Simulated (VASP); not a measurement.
A run of VASP 6.6.1 is set up as follows.

Contents of INCAR:

```
SYSTEM = Ta
  PREC = Accurate
  ENCUT = 520
  EDIFF = 1E-7
  ISMEAR = -1
  SIGMA = 0.1
  LREAL = .FALSE.
  LASPH = .TRUE.
  NELM = 60
  ALGO = Normal
  ISIF = 2
  LWAVE = .FALSE.
  LCHARG = .FALSE.
  NBANDS = 12
```

The input KPOINTS:

```
regular mesh
0
G
  22 22 22
  0 0 0
```

The input POSCAR:

```
Ta
1.0
   -1.5830546586      1.5830546586      1.5830546586
    1.5830546586     -1.5830546586      1.5830546586
    1.5830546586      1.5830546586     -1.5830546586
Ta
1
Direct
    0.0000000000      0.0000000000      0.0000000000
```

Potentials or basis: VASP PAW LDA potentials, release 64 (Ta_pv).

Run with:

```bash
$ cat potpaw_LDA.64/Ta_pv/POTCAR > POTCAR
$ mpirun -np 1 vasp_std > vasp.out
```

(1) Predict the pressure.

## Answers

(1) 21.9 GPa.
